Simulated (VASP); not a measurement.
Write the native input for VASP 6.6.1 that does the following.

```yaml
Task: single point
Functional: PBE
Potentials_or_basis: VASP PAW PBE potentials, release 64 (Sb)
Cutoff: 520 eV
k_mesh: 14 × 14 × 14
Occupations: fermi-dirac, width 0.1 eV
Spin: no spin polarisation
Dipole_correction: no
Further_INCAR_settings: ALGO = Normal; EDIFF = 1e-06; NBANDS = 12
```

The structure of Sb lies in POSCAR:

```
Sb
1.0
    2.2166942688      1.2798090328      3.8937400719
   -2.2166942688      1.2798090328      3.8937400719
    0.0000000000     -2.5596180656      3.8937400719
Sb
2
Direct
    0.2326797760      0.2326797760      0.2326797760
    0.7673202240      0.7673202240      0.7673202240
```

The input as run:

INCAR

```
PREC = Accurate
ENCUT = 520
EDIFF = 1E-6
ISMEAR = -1
SIGMA = 0.1
LREAL = False
LASPH = True
NELM = 60
ALGO = Normal
ISIF = 2
LWAVE = False
LCHARG = True
GGA = PE
LELF = True
LVHAR = True
NBANDS = 12
```

KPOINTS

```
regular mesh
0
Gamma
  14 14 14
```

Potentials or basis: VASP PAW PBE potentials, release 64 (Sb).

The run is started by

```console
$ cat potpaw_PBE.64/Sb/POTCAR > POTCAR
$ mpirun -np 1 vasp_std > vasp.out
```

It gave:

```json
{
  "Pressure": "-1.8 GPa",
  "Largest force": "0.141 eV/Å",
  "Band gap on the k mesh": "zero (bands 5 and 6 overlap by 0.22 eV)"
}
```

Caveat: spin-orbit coupling is left out, which moves the levels of the heavy elements.

Run time: 56 s on 1 thread of Intel(R) Xeon(R) 6975P-C (Granite Rapids) (shared host), peak memory 0.35 GiB.
